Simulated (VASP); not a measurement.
Wanted: the native input for a VASP 6.6.1 run.

```yaml
Task: density of states
Functional: PBE
Potentials_or_basis: VASP PAW PBE potentials, release 64 (Cs_sv, Ca_sv, F)
Cutoff: 520 eV
k_mesh: 9 × 9 × 5
Occupations: fermi-dirac, width 0.1322 eV
Spin: no spin polarisation
Dipole_correction: no
k_mesh_for_the_DOS: 14 × 14 × 8
Occupations_for_the_DOS: tetrahedron
Further_INCAR_settings: ALGO = Normal; EDIFF = 1e-06; NBANDS = 32
```

The system is CsCaF4.

```
CELL_PARAMETERS angstrom
3.85642 0.00000 0.00000
0.00000 3.85642 0.00000
0.00000 0.00000 6.64706
ATOMIC_POSITIONS crystal
Cs 0.50000 0.50000 0.50000
Ca 0.00000 0.00000 0.00000
F 0.50000 0.00000 0.00000
F 0.00000 0.50000 0.00000
F 0.00000 0.00000 0.27700
F 0.00000 0.00000 0.72300
```

The input as run:

POSCAR

```
CsCaF4
1.0
    3.8564170000      0.0000000000      0.0000000000
    0.0000000000      3.8564170000      0.0000000000
    0.0000000000      0.0000000000      6.6470650000
Cs Ca F
1 1 4
Direct
    0.5000000000      0.5000000000      0.5000000000
    0.0000000000      0.0000000000      0.0000000000
    0.5000000000      0.0000000000      0.0000000000
    0.0000000000      0.5000000000      0.0000000000
    0.0000000000      0.0000000000      0.2770000000
    0.0000000000      0.0000000000      0.7230000000
```

INCAR.step1

```
PREC = Accurate ; ENCUT = 520
EDIFF = 1E-6 ; ISMEAR = -1
SIGMA = 0.1322 ; LREAL = False
LASPH = True ; NELM = 60
ALGO = Normal ; ISIF = 2
LWAVE = False ; LCHARG = True
GGA = PE ; NBANDS = 32
```

KPOINTS.step1

```
Automatic mesh
0
Gamma
  9 9 5
```

INCAR.step2

```
PREC = Accurate ; ENCUT = 520
EDIFF = 1E-6 ; ISMEAR = -5
SIGMA = 0.1322 ; LREAL = False
LASPH = True ; NELM = 60
ALGO = Normal ; ISIF = 2
LWAVE = False ; LCHARG = False
GGA = PE ; LORBIT = 11
NBANDS = 32 ; NEDOS = 2001
ICHARG = 11
```

KPOINTS.step2

```
Automatic mesh
0
Gamma
  14 14 8
```

Potentials or basis: VASP PAW PBE potentials, release 64 (Cs_sv, Ca_sv, F).

Command:

```bash
$ cat potpaw_PBE.64/Cs_sv/POTCAR potpaw_PBE.64/Ca_sv/POTCAR potpaw_PBE.64/F/POTCAR > POTCAR
$ cp INCAR.step1 INCAR
$ cp KPOINTS.step1 KPOINTS
$ mpirun -np 1 vasp_std > vasp.out
$ cp INCAR.step2 INCAR
$ cp KPOINTS.step2 KPOINTS
$ mpirun -np 1 vasp_std > vasp.out
```

It gave:

```
Valence electrons inside the program's atomic spheres : Cs 6.59; Ca 8.83; F 6.13, 6.07
```

Caveat: spin-orbit coupling is left out, which moves the levels of the heavy elements; an odd number of electrons without spin polarisation forces a metal; a magnetic or distorted state may lie lower.

It took 10 min on 1 thread of Intel Xeon 6975P-C, on a shared host, peak memory 0.57 GiB.
